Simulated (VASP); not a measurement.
Runs of VASP 6.6.1 on Nb. The structure is that of space group Im-3m (No. 229), or close to it. The cells are those of the table. 

```tsv
cell	gap on the mesh (eV)	pressure (GPa)
a = 2.739 Å, angles 109.5°, 1 atom	none	(a)
a = 2.868 Å, angles 109.5°, 1 atom	none	-0.3
a = 2.693 Å, angles 109.5°, 1 atom	none	44.6
a = 2.795 Å, angles 109.5°, 1 atom	none	14.6
```

Alike in all rows: task single point; level PBE; potentials or basis VASP PAW PBE potentials, release 64 (Nb_sv); no spin polarisation; k mesh 20 × 20 × 20; cutoff (eV) 520; smearing fermi-dirac 0.1 eV.

Fill in the values left out.

(a) 29.6.

Caveats: the cell stands under pressure (at least some runs).

A k mesh can miss the band edges, and the runs leave out spin-orbit coupling on Nb.

A gap of «none» marks levels without a gap at the run's occupations.
